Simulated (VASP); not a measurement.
# AlAs (F-43m) in VASP: further runs

Runs on AlAs. Level: r2SCAN. Tasks: single point.

Everything below comes from runs of VASP 6.6.1. Logs are shortened: lines on timing, memory, paths and dates and some standing lists are left out, and cuts for length are marked.

## Step 1: The cell of the first run

Symmetry: F-43m, No. 216, cubic system. Conventional cell: a = 5.734 Å, b = 5.734 Å, c = 5.734 Å, α = 90.00°, β = 90.00°, γ = 90.00°. Within 3.3 Å of Al (site symmetry -43m) lie 4 As at 2.48 Å. Within 3.3 Å of As (site symmetry -43m) lie 4 Al at 2.48 Å.

## Step 2: Single point, r2SCAN (volume changed by +3%)

Input file POSCAR:

```
AlAs
1.0
    0.0000000000      2.8670346307      2.8670346307
    2.8670346307      0.0000000000      2.8670346307
    2.8670346307      2.8670346307      0.0000000000
Al As
1 1
Direct
    0.0000000000      0.0000000000      0.0000000000
    0.2500000000      0.2500000000      0.2500000000
```

Input file INCAR.step1:

```
SYSTEM = AlAs
PREC     = Accurate       ! precision mode
ENCUT    = 550            ! plane-wave cutoff, eV
ISMEAR   = 0              ! smearing method
SIGMA    = 0.01           ! smearing width, eV
LREAL    = .False.        ! projectors in reciprocal space
LASPH    = .True.         ! aspherical terms in the spheres
NELM     = 120            ! most SCF steps
NBANDS   = 11             ! bands
GGA      = PE             ! functional
ALGO     = Normal         ! electronic algorithm
EDIFF    = 1E-5           ! SCF threshold, eV
LWAVE    = .True.         ! write WAVECAR
LCHARG   = .False.        ! write CHGCAR
GGA_COMPAT= .False.
```

Input file INCAR.step2:

```
SYSTEM = AlAs
PREC     = Accurate       ! precision mode
ENCUT    = 550            ! plane-wave cutoff, eV
EDIFF    = 1E-6           ! SCF threshold, eV
ISMEAR   = 0              ! smearing method
SIGMA    = 0.01           ! smearing width, eV
LREAL    = .False.        ! projectors in reciprocal space
LASPH    = .True.         ! aspherical terms in the spheres
NELM     = 120            ! most SCF steps
ALGO     = Normal         ! electronic algorithm
ISIF     = 2              ! what is computed and relaxed
LWAVE    = .False.        ! write WAVECAR
LCHARG   = .False.        ! write CHGCAR
METAGGA  = R2SCAN         ! meta-GGA
LMIXTAU  = .True.       
NBANDS   = 11             ! bands
ISTART   = 1            
GGA_COMPAT= .False.
```

Input file KPOINTS:

```
Automatic mesh
0
Gamma
  6 6 6
  0 0 0
```

Potentials or basis: VASP PAW PBE potentials, release 64 (Al, As).

On the command line:

```bash
> cat potpaw_PBE.64/Al/POTCAR potpaw_PBE.64/As/POTCAR > POTCAR
> cp INCAR.step1 INCAR
> mpirun -np 1 vasp_std > vasp.out
> cp INCAR.step2 INCAR
> mpirun -np 1 vasp_std > vasp.out
```

OUTCAR:

```text
SYSTEM = AlAs
   PREC = Accurate
   ENCUT = 550
   EDIFF = 1E-6
   ISMEAR = 0
   LREAL = .False.
   LASPH = .True.
   NELM = 120
   ISIF = 2
   METAGGA = R2SCAN
   ISTART = 1

 ion  position               nearest neighbor table
   1  0.000  0.000  0.000-   2 2.48   2 2.48   2 2.48   2 2.48
   2  0.250  0.250  0.250-   1 2.48   1 2.48   1 2.48   1 2.48

  LATTYP: Found a face centered cubic cell.
 ALAT       =     5.7340692614

  Lattice vectors:

 A1 = (   0.0000000000,   2.8670346307,   2.8670346307)
 A2 = (   2.8670346307,   0.0000000000,   2.8670346307)
 A3 = (   2.8670346307,   2.8670346307,   0.0000000000)

Analysis of symmetry for initial positions (statically):
=====================================================================
 Subroutine PRICEL returns:
 Original cell was already a primitive cell.

 Routine SETGRP: Setting up the symmetry group for a
 face centered cubic supercell.

 Subroutine GETGRP returns: Found 24 space group operations
 (whereof 24 operations were pure point group operations)
 out of a pool of 48 trial point group operations.

The static configuration has the point symmetry T_d .

Analysis of symmetry for dynamics (positions and initial velocities):
=====================================================================
 Subroutine PRICEL returns:
 Original cell was already a primitive cell.

 Routine SETGRP: Setting up the symmetry group for a
 face centered cubic supercell.

 Subroutine GETGRP returns: Found 24 space group operations
 (whereof 24 operations were pure point group operations)
 out of a pool of 48 trial point group operations.

The dynamic configuration has the point symmetry T_d .

 Subroutine INISYM returns: Found 24 space group operations
 (whereof 24 operations are pure point group operations),
 and found     1 'primitive' translations

----------------------------------------------------------------------------------------

                                     Primitive cell

  volume of cell :      47.1334

  direct lattice vectors                    reciprocal lattice vectors
     0.000000000  2.867034631  2.867034631    -0.174396219  0.174396219  0.174396219
     2.867034631  0.000000000  2.867034631     0.174396219 -0.174396219  0.174396219
     2.867034631  2.867034631  0.000000000     0.174396219  0.174396219 -0.174396219

  length of vectors
     4.054599259  4.054599259  4.054599259     0.302063112  0.302063112  0.302063112

  position of ions in fractional coordinates (direct lattice)
     0.000000000  0.000000000  0.000000000
     0.250000000  0.250000000  0.250000000

  ion indices of the primitive-cell ions
   primitive index   ion index
                 1           1
                 2           2

----------------------------------------------------------------------------------------

 KPOINTS: Automatic mesh

Automatic generation of k-mesh.
 Grid dimensions read from file:
 generate k-points for:    6    6    6

 Generating k-lattice:

  Cartesian coordinates                     Fractional coordinates (reciprocal lattice)
    -0.029066037  0.029066037  0.029066037     0.166666667  0.000000000  0.000000000
     0.029066037 -0.029066037  0.029066037     0.000000000  0.166666667  0.000000000
     0.029066037  0.029066037 -0.029066037     0.000000000  0.000000000  0.166666667

  Length of vectors
     0.050343852  0.050343852  0.050343852

  Shift w.r.t. Gamma in fractional coordinates (k-lattice)
     0.000000000  0.000000000  0.000000000

 Subroutine IBZKPT returns following result:
 ===========================================

 Found     16 irreducible k-points:

 Following reciprocal coordinates:
            Coordinates               Weight
  0.000000  0.000000  0.000000      1.000000
  0.166667  0.000000  0.000000      8.000000
  0.333333  0.000000  0.000000      8.000000
  0.500000  0.000000  0.000000      4.000000
  0.166667  0.166667  0.000000      6.000000
  0.333333  0.166667  0.000000     24.000000
[... 8 lines left out ...]
 -0.333333  0.333333  0.166667     24.000000
 -0.333333  0.500000  0.166667     12.000000
   k-points           NKPTS =     16   k-points in BZ     NKDIM =     16   number of bands    NBANDS=     11
   number of dos      NEDOS =    301   number of ions     NIONS =      2
   total plane-waves  NPLWV =  32768
   dimension x,y,z NGX =    32 NGY =   32 NGZ =   32
   dimension x,y,z NGXF=    64 NGYF=   64 NGZF=   64
   ions per type =               1   1
   NGX,Y,Z   is equivalent  to a cutoff of  13.12, 13.12, 13.12 a.u.
   NGXF,Y,Z  is equivalent  to a cutoff of  26.24, 26.24, 26.24 a.u.
 SYSTEM =  AlAs
   PREC   = accura    normal or accurate (medium, high low for compatibility)
   ISTART =      1    job   : 0-new  1-cont  2-samecut
   ICHARG =      0    charge: 1-file 2-atom 10-const
   ISPIN  =      1    spin polarized calculation?
   LNONCOLLINEAR =      F non collinear calculations
   LSORBIT =      F    spin-orbit coupling
   LASPH  =      T    aspherical Exc in radial PAW
   ENCUT  =  550.0 eV  40.42 Ry    6.36 a.u.   7.75  7.75  7.75*2*pi/ulx,y,z
   NELM   =    120;   NELMIN=  2; NELMDL=  0     # of ELM steps
   EDIFF  = 0.1E-05   stopping-criterion for ELM
   LREAL  =      F    real-space projection
   EDIFFG = 0.1E-04   stopping-criterion for IOM
   NSW    =      0    number of steps for IOM
   IBRION =     -1    ionic relax: 0-MD 1-quasi-New 2-CG
   NFREE  =      0    steps in history (QN), initial steepest desc. (CG)
   ISIF   =      2    stress and relaxation
   ISYM   =      2    0-nonsym 1-usesym 2-fastsym
   POTIM  = 0.5000    time-step for ionic-motion
   TEBEG  =    0.0;   TEEND  =   0.0 temperature during run
   PSTRESS=    0.0 pullay stress
   NELECT =       8.0000    total number of electrons
   NUPDOWN=      -1.0000    fix difference up-down
   EMIN   =  10.00;   EMAX   =-10.00  energy-range for DOS
   EFERMI =   0.00;   METHOD = LEGACY
   ISMEAR =     0;   SIGMA  =   0.01  broadening in eV -4-tet -1-fermi 0-gaus
   EFERMI_NEDOS =   21; number of points for ismear=-14 and -15
   IALGO  =     38    algorithm
   IMIX   =      4    mixing-type and parameters
     AMIX     =   0.40;   BMIX     =  1.00
     AMIX_MAG =   1.60;   BMIX_MAG =  1.00
  volume/ion in A,a.u.               =      23.57       159.04
  Fermi-wavevector in a.u.,A,eV,Ry     =   0.906418  1.712882 11.178461  0.821594
  Thomas-Fermi vector in A             =   2.030103
   LORBIT       =      0    0 simple, 1 ext, 2 COOP (PROOUT), +10 PAW based schemes
   METAGGA = R2SCAN    functional components
   LHFCALC =     F    Hartree Fock is set to
   AEXX    =    0.0000 exact exchange contribution
   IVDW    =     0    specifies the selected vdW correction
   LEPSILON=     F    determine dielectric tensor
   LRPA    =     F    only Hartree local field effects (RPA)
 non-spin polarized calculation
 Gauss-broadening in eV      SIGMA  =   0.01
  energy-cutoff  :      550.00
  volume of cell :       47.13
 maximum number of plane-waves:      1411
   NGX = 15   NGY = 15   NGZ = 15

 number of electron       8.0000000 magnetization

 Free energy of the ion-electron system (eV)
  ---------------------------------------------------
  ext. energy  EPLUGINS =         0.00000000
  ---------------------------------------------------
  free energy    TOTEN  =       -22.67742673 eV

  energy without entropy =      -22.67742673  energy(sigma->0) =      -22.67742673

 E-fermi :   3.4071     XC(G=0):  -9.2952

 val. band max:        3.3475645983   @ k =   0.0000   0.0000   0.0000
 cond. band min:       5.1937690549   @ k =   0.5000   0.5000   0.0000
 fundamental gap:      1.8462044566
 Fermi energy:         3.4071360892

 k-point     1 :       0.0000    0.0000    0.0000
  band No.  band energies     occupation
      1      -8.7547      2.00000
      2       3.3476      2.00000
      3       3.3476      2.00000
      4       3.3476      2.00000
      5       5.7251      0.00000
      6       7.9832      0.00000
      7       7.9832      0.00000
      8       7.9832      0.00000
      9      12.7900      0.00000
     10      12.7900      0.00000
     11      12.8544      0.00000

 k-point     2 :       0.1667    0.0000    0.0000
  band No.  band energies     occupation
      1      -8.4874      2.00000
      2       1.2969      2.00000
      3       3.0887      2.00000
      4       3.0887      2.00000
      5       6.4983      0.00000
      6       8.4239      0.00000
      7       8.4239      0.00000
      8       8.8853      0.00000
      9      12.0504      0.00000
     10      12.0504      0.00000
     11      13.7321      0.00000

 k-point     3 :       0.3333    0.0000    0.0000
  band No.  band energies     occupation
      1      -7.8166      2.00000
      2      -1.1062      2.00000
      3       2.6875      2.00000
      4       2.6875      2.00000
      5       6.0632      0.00000
      6       8.5881      0.00000
      7       8.5881      0.00000
      8      11.2884      0.00000
      9      12.8813      0.00000
     10      12.8813      0.00000
     11      13.3030      0.00000

 k-point     4 :       0.5000    0.0000    0.0000
  band No.  band energies     occupation
      1      -7.3572      2.00000
      2      -2.1798      2.00000
      3       2.5238      2.00000
      4       2.5238      2.00000
      5       5.8375      0.00000
      6       8.4160      0.00000
      7       8.4160      0.00000
      8      11.6506      0.00000
      9      15.0794      0.00000
     10      15.5312      0.00000
     11      15.5312      0.00000

 k-point     5 :       0.1667    0.1667    0.0000
  band No.  band energies     occupation
      1      -8.3970      2.00000
      2       1.3847      2.00000
      3       2.5819      2.00000
      4       2.5819      2.00000
      5       7.0036      0.00000
      6       7.5798      0.00000
      7       9.3189      0.00000
      8       9.3189      0.00000
      9      10.7555      0.00000
     10      13.2955      0.00000
     11      14.6300      0.00000
[... 99 lines left out ...]
 k-point    13 :       0.5000    0.5000    0.0000
  band No.  band energies     occupation
      1      -6.8157      2.00000
      2      -2.0607      2.00000
      3       1.1912      2.00000
      4       1.1912      2.00000
      5       5.1938      0.00000
      6       6.0188      0.00000
      7      14.2112      0.00000
      8      14.2112      0.00000
      9      15.6079      0.00000
     10      16.3726      0.00000
     11      16.3726      0.00000

 k-point    14 :       0.5000    0.3333    0.1667
  band No.  band energies     occupation
      1      -7.2993      2.00000
      2      -1.2696      2.00000
      3       0.6829      2.00000
      4       1.7352      2.00000
      5       7.3912      0.00000
      6       8.2458      0.00000
      7       8.9169      0.00000
      8      11.6938      0.00000
      9      13.0643      0.00000
     10      14.6006      0.00000
     11      16.9163      0.00000

 k-point    15 :      -0.3333    0.3333    0.1667
  band No.  band energies     occupation
      1      -6.9509      2.00000
      2      -1.7494      2.00000
      3       0.2368      2.00000
      4       1.3648      2.00000
      5       7.6440      0.00000
      6       8.3293      0.00000
      7      10.4279      0.00000
      8      11.2246      0.00000
      9      12.1482      0.00000
     10      15.4086      0.00000
     11      16.6027      0.00000

 k-point    16 :      -0.3333    0.5000    0.1667
  band No.  band energies     occupation
      1      -6.7941      2.00000
      2      -1.8265      2.00000
      3       0.4628      2.00000
      4       0.7218      2.00000
      5       6.8994      0.00000
      6       7.8238      0.00000
      7      10.9193      0.00000
      8      11.5909      0.00000
      9      14.4858      0.00000
     10      16.0778      0.00000
     11      16.5305      0.00000

------------------------ aborting loop because EDIFF is reached ----------------------------------------

  FORCE on cell =-STRESS in cart. coord.  units (eV):
  Direction    XX          YY          ZZ          XY          YZ          ZX
  --------------------------------------------------------------------------------------
  -------------------------------------------------------------------------------------
  Total       -0.6320215     -0.6320215     -0.6320215     -0.0000000      0.0000000     -0.0000000
  in kB      -21.4839251    -21.4839251    -21.4839251     -0.0000000      0.0000000     -0.0000000
  external PRESSURE =     -21.4839251 kB  Pullay stress =       0.0000000 kB

 VOLUME and BASIS-vectors are now :
 -----------------------------------------------------------------------------
  energy-cutoff  :      550.00
  volume of cell :       47.13
      direct lattice vectors                 reciprocal lattice vectors
     0.000000000  2.867034631  2.867034631    -0.174396219  0.174396219  0.174396219
     2.867034631  0.000000000  2.867034631     0.174396219 -0.174396219  0.174396219
     2.867034631  2.867034631  0.000000000     0.174396219  0.174396219 -0.174396219

 POSITION                                       TOTAL-FORCE (eV/Angst)
 -----------------------------------------------------------------------------------
      0.00000      0.00000      0.00000        -0.000000      0.000000      0.000000
      1.43352      1.43352      1.43352         0.000000     -0.000000     -0.000000
 -----------------------------------------------------------------------------------
    total drift:                                0.000000      0.000000      0.000000

  FREE ENERGIE OF THE ION-ELECTRON SYSTEM (eV)
  ---------------------------------------------------
  free  energy   TOTEN  =       -22.6774267253 eV

  energy  without entropy=      -22.6774267253  energy(sigma->0) =      -22.67742673
```

It took 34 s on 1 thread of Intel Xeon Platinum 8488C (Sapphire Rapids), shared host; peak memory 0.18 GiB.

Results:

| Item | Value |
| --- | --- |
| Free energy | -22.6774 eV |
| Pressure | -2.1 GPa |
| Band gap on the k mesh | 1.85 eV, indirect (least direct gap 2.38 eV) |

Levels at points of the mesh, in eV from the valence-band top:
| k point | band 1 | band 2 | band 3 | band 4 | band 5 | band 6 | band 7 | band 8 | band 9 |
| --- | --- | --- | --- | --- | --- | --- | --- | --- | --- |
| (0.00, 0.00, 0.00) | -12.10 | 0.00 | 0.00 | 0.00 | 2.38 | 4.64 | 4.64 | 4.64 | 9.44 |
| (0.50, 0.00, 0.00) | -10.70 | -5.53 | -0.82 | -0.82 | 2.49 | 5.07 | 5.07 | 8.30 | 11.73 |
| (0.50, 0.50, 0.00) | -10.16 | -5.41 | -2.16 | -2.16 | 1.85 | 2.67 | 10.86 | 10.86 | 12.26 |

Caveat: the PAW data sets were made with another functional, which shifts forces and pressure a little.

## Step 3: Single point, r2SCAN (volume changed by +6%)

Input file POSCAR:

```
AlAs
1.0
    0.0000000000      2.8946039626      2.8946039626
    2.8946039626      0.0000000000      2.8946039626
    2.8946039626      2.8946039626      0.0000000000
Al As
1 1
Direct
    0.0000000000      0.0000000000      0.0000000000
    0.2500000000      0.2500000000      0.2500000000
```

Input file INCAR.step1:

```
SYSTEM = AlAs
PREC = Accurate ; ENCUT = 550
ISMEAR = 0 ; SIGMA = 0.01
LREAL = .FALSE. ; LASPH = .TRUE.
NELM = 120 ; NBANDS = 11
GGA = PE ; ALGO = Normal
EDIFF = 1E-5 ; LWAVE = .TRUE.
LCHARG = .FALSE. ; GGA_COMPAT = .FALSE.
```

Input file INCAR.step2:

```
SYSTEM = AlAs
PREC = Accurate ; ENCUT = 550
EDIFF = 1E-6 ; ISMEAR = 0
SIGMA = 0.01 ; LREAL = .FALSE.
LASPH = .TRUE. ; NELM = 120
ALGO = Normal ; ISIF = 2
LWAVE = .FALSE. ; LCHARG = .FALSE.
METAGGA = R2SCAN ; LMIXTAU = .TRUE.
NBANDS = 11 ; ISTART = 1
GGA_COMPAT = .FALSE.
```

Input file KPOINTS:

```
Automatic mesh
0
G
  6 6 6
  0 0 0
```

Potentials or basis: VASP PAW PBE potentials, release 64 (Al, As).

On the command line:

```bash
> cat potpaw_PBE.64/Al/POTCAR potpaw_PBE.64/As/POTCAR > POTCAR
> cp INCAR.step1 INCAR
> mpirun -np 1 vasp_std > vasp.out
> cp INCAR.step2 INCAR
> mpirun -np 1 vasp_std > vasp.out
```

It took 37 s on 1 thread of Intel Xeon Platinum 8488C (Sapphire Rapids), shared host; peak memory 0.18 GiB.

The run converged. Its results:

| Quantity | Value |
| --- | --- |
| Free energy | -22.6510 eV |
| Pressure | -4.0 GPa |
| Band gap on the k mesh | 1.89 eV, indirect (least direct gap 2.14 eV) |

Levels at points of the mesh, in eV from the valence-band top:
```
           k point  band 1  band 2  band 3  band 4  band 5  band 6  band 7  band 8  band 9
(0.00, 0.00, 0.00)  -11.95    0.00    0.00    0.00    2.14    4.58    4.58    4.58    9.34
(0.50, 0.00, 0.00)  -10.61   -5.41   -0.80   -0.80    2.37    5.04    5.04    8.23   11.49
(0.50, 0.50, 0.00)  -10.10   -5.31   -2.09   -2.09    1.89    2.66   10.62   10.62   11.94
```

Caveat: the PAW data sets were made with another functional, which shifts forces and pressure a little.
